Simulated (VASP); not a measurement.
Write the native input for VASP 6.6.1 that does the following.

| Property | Result |
| --- | --- |
| Task | single point |
| Functional | PBE |
| Potentials or basis | VASP PAW PBE potentials, release 64 (Si) |
| Cutoff | 520 eV |
| k mesh | 2 × 2 × 2 |
| Occupations | fermi-dirac, width 0.086 eV |
| Spin | no spin polarisation |
| Dipole correction | no |
| Further INCAR settings | LREAL = Auto; ALGO = Normal; EDIFF = 1e-06; NBANDS = 46 |

The structure of Si lies in POSCAR:

```
Si
1.0
    0.0000000000      5.4442377923      5.4442377923
    5.4442377923      0.0000000000      5.4442377923
    5.4442377923      5.4442377923      0.0000000000
Si
16
Direct
    0.0107761641      0.0067056219     -0.0164094596
    0.1354030680      0.1118238261      0.1118361327
    0.0043502876     -0.0179850704      0.5067454996
    0.1321129839      0.1185092431      0.6388357072
   -0.0126430003      0.5128197200     -0.0112850508
    0.1273843147      0.6113708892      0.1290675622
   -0.0083482761      0.4926226778      0.5220381821
    0.1339358286      0.6172479286      0.6226813797
    0.4962747960      0.0094905847     -0.0024864821
    0.6256010722      0.1115823781      0.1397843057
    0.4942398004     -0.0000692475      0.5015590987
    0.6208589942      0.1399290459      0.6318792697
    0.5018322315      0.5028678218     -0.0064350606
    0.6183653485      0.6242763688      0.1252388353
    0.4998060525      0.5076578404      0.4996394544
    0.6200503411      0.6511507460      0.6073102657
```

The input as run:

INCAR

```
PREC = Accurate
ENCUT = 520
EDIFF = 1E-6
ISMEAR = -1
SIGMA = 0.086
LREAL = Auto
LASPH = True
NELM = 80
ALGO = Normal
ISIF = 2
LWAVE = False
LCHARG = False
GGA = PE
NBANDS = 46
```

KPOINTS

```
regular mesh
0
Gamma
  2 2 2
```

Potentials or basis: VASP PAW PBE potentials, release 64 (Si).

Launch:

```console
$ cat potpaw_PBE.64/Si/POTCAR > POTCAR
$ mpirun -np 1 vasp_std > vasp.out
```

It gave:

```json
{
  "Pressure": "2.7 GPa",
  "Largest force": "3.158 eV/Å",
  "Band gap on the k mesh": "0.12 eV"
}
```

Caveat: the k points lie up to 0.50 Å⁻¹ apart; forces of over 1 eV/Å act on the atoms, so gaps and moduli don't describe the material at rest.

It took 5.5 min on 1 thread of AMD EPYC 7R13 (shared host), peak memory 0.44 GiB.
